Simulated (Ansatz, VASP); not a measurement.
**NbAl4N3: VASP beside Ansatz**

Contents of INCAR:

```
PREC = Accurate
ENCUT = 600
EDIFF = 1E-6
ISMEAR = 0
SIGMA = 0.1
LREAL = F
LASPH = T
NELM = 80
ALGO = Normal
ISIF = 3
LWAVE = F
LCHARG = F
GGA = PE
IBRION = 2
NSW = 100
EDIFFG = -0.01
```

File KPOINTS:

```
regular mesh
0
Gamma
  10 10 10
```

POSCAR

```
NbAl4N3
1.0
   -2.8949159829      2.8949159829      2.8949159829
    2.8949159829     -2.8949159829      2.8949159829
    2.8949159829      2.8949159829     -2.8949159829
Al Nb N
4 1 3
Direct
    0.5000000000      0.5000000000      0.5000000000
    0.0000000000      0.0000000000      0.5000000000
    0.0000000000      0.5000000000      0.0000000000
    0.5000000000      0.0000000000      0.0000000000
    0.0000000000      0.0000000000      0.0000000000
    0.0000000000      0.5000000000      0.5000000000
    0.5000000000      0.0000000000      0.5000000000
    0.5000000000      0.5000000000      0.0000000000
```

Input for Ansatz:

```yaml
crystal:
  lattice:
    - [-2.8949159829, 2.8949159829, 2.8949159829]
    - [2.8949159829, -2.8949159829, 2.8949159829]
    - [2.8949159829, 2.8949159829, -2.8949159829]
  atoms:
    - { symbol: Al, position: [0.5, 0.5, 0.5] }
    - { symbol: Al, position: [0.0, 0.0, 0.5] }
    - { symbol: Al, position: [0.0, 0.5, 0.0] }
    - { symbol: Al, position: [0.5, 0.0, 0.0] }
    - { symbol: Nb, position: [0.0, 0.0, 0.0] }
    - { symbol: "N", position: [0.0, 0.5, 0.5] }
    - { symbol: "N", position: [0.5, 0.0, 0.5] }
    - { symbol: "N", position: [0.5, 0.5, 0.0] }
basis:
  ecutwfc: 420
kpoints:
  mp_grid: { grid: [10, 10, 10] }
hamiltonian:
  xc: pbe
scf:
  occupations: { method: gaussian, width: 0.1 }
output:
  forces: true
  stress: true
  eigenvalues: true
relax:
  adjacent_minimum: "off"
  f_tol: 0.01
  max_steps: 80
  cell: { stress_tol: 0.05 }
```

Alike in both runs: task relaxation of cell and atoms; functional PBE; k mesh 10 × 10 × 10; occupations gaussian, width 0.1 eV; no spin polarisation.

|  | VASP | Ansatz |
| --- | --- | --- |
| version | VASP 6.6.1 | Ansatz 0.2.0 |
| potentials or method | VASP PAW PBE potentials, release 64 (Al, Nb_sv, N), cutoff 600 eV | scalar-relativistic, plane waves, PAW |
| valence electrons in the cell | 40 | 40 |

|  | VASP | Ansatz | Ansatz less VASP |
| --- | --- | --- | --- |
| gap on the k mesh at the Fermi level, each at its own relaxed structure (eV) | none | none | - |
| relaxed volume (Å³/atom) | 12.11 | 12.13 | +0.024 |
| relaxed cell length with the largest relative difference (Å) | 5.011 | 5.014 | +0.0034 |

A gap of «none» marks a metal or a gap that the smearing closes.
